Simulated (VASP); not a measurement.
Here is a VASP 6.6.1 calculation.

Contents of INCAR:

```
PREC = Accurate
ENCUT = 520
EDIFF = 1E-7
ISMEAR = -1
SIGMA = 0.1
LREAL = False
LASPH = True
NELM = 80
ALGO = Normal
ISIF = 2
LWAVE = False
LCHARG = True
GGA = PS
LELF = True
LVHAR = True
NBANDS = 36
```

The input KPOINTS:

```
Automatic mesh
0
Gamma
  17 17 5
```

File POSCAR:

```
Mo
1.0
    2.7488921781      0.0000000000      0.0000000000
   -1.3744460891      2.3806104585      0.0000000000
    0.0000000000      0.0000000000      9.5202812642
Mo
4
Direct
    1.0000000000      0.0000000000      0.0000000000
    1.0000000000      0.0000000000      0.5000000000
    0.3333333333      0.6666666667      0.2500000000
    0.6666666667      0.3333333333      0.7500000000
```

Potentials or basis: VASP PAW PBE potentials, release 64 (Mo_sv).

Launch:

```sh
$ cat potpaw_PBE.64/Mo_sv/POTCAR > POTCAR
$ mpirun -np 1 vasp_std > vasp.out
```

Estimate the pressure.

0.6 GPa.

Estimate the band gap on the k mesh.

zero (band 28 reaches 13.42 eV, above the bottom of band 29 at 11.66 eV).

Caveat: the PAW data sets were made with another functional, which shifts forces and pressure a little.
